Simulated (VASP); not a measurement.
Here is a VASP 6.6.1 calculation.

Contents of INCAR:

```
ALGO = Normal
EDIFF = 1E-6
ENCUT = 520
GGA = PE
ISIF = 2
ISMEAR = -1
LASPH = True
LCHARG = False
LREAL = False
LWAVE = False
NBANDS = 12
NELM = 80
PREC = Accurate
SIGMA = 0.1
```

File KPOINTS:

```
k-points
0
Gamma
  13 13 13
```

Contents of POSCAR:

```
Ag
1.0
    2.6373616903      0.0000000000      0.0000000000
    0.0000000000      2.6373616903      0.0000000000
    0.0000000000      0.0000000000      2.6373616903
Ag
1
Direct
    0.0000000000      0.0000000000      0.0000000000
```

Potentials or basis: VASP PAW PBE potentials, release 64 (Ag).

Launch:

```console
$ cat potpaw_PBE.64/Ag/POTCAR > POTCAR
$ mpirun -np 1 vasp_std > vasp.out
```

Q: Estimate the pressure.

A: 11.9 GPa.
